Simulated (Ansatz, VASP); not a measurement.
**Hf2H3: VASP beside Ansatz**

```
Hf H
1.0
     3.16697    0.00000    0.00000
    -1.58348    2.74268    0.00000
     0.00000    0.00000    6.57041
Hf H
2 3
Cartesian
  0.0000 0.0000 1.5037
  0.0000 0.0000 5.0667
  0.0000 1.8285 0.0000
  1.5835 0.9142 0.0000
  0.0000 0.0000 3.2852
```

Alike in both runs: task relaxation of cell and atoms; functional PBE; k mesh 12 × 12 × 6; occupations gaussian, width 0.1 eV; no spin polarisation.

|  | VASP | Ansatz |
| --- | --- | --- |
| version | VASP 6.6.1 | Ansatz 0.2.0 |
| potentials or method | VASP PAW PBE potentials, release 64 (Hf_pv, H), cutoff 600 eV | scalar-relativistic, plane waves, PAW |
| valence electrons in the cell | 23 | 55 |

Ansatz gave:

| Property | Result |
| --- | --- |
| gap on the k mesh at the Fermi level, each at its own relaxed structure (eV) | none |
| relaxed volume (Å³/atom) | 11.55 |
| relaxed cell length with the largest relative difference (Å) | 3.177 |

Q: What did VASP give for the same quantities?

A: gap on the k mesh at the Fermi level, each at its own relaxed structure (eV): none; relaxed volume (Å³/atom): 11.51; relaxed cell length with the largest relative difference (Å): 3.172.

A gap of «none» marks a metal or a gap that the smearing closes. VASP's potentials hold 23 valence electrons a cell and Ansatz's 55, so a difference there can come from the potentials and not from the codes.

Neither program's run includes spin-orbit coupling.
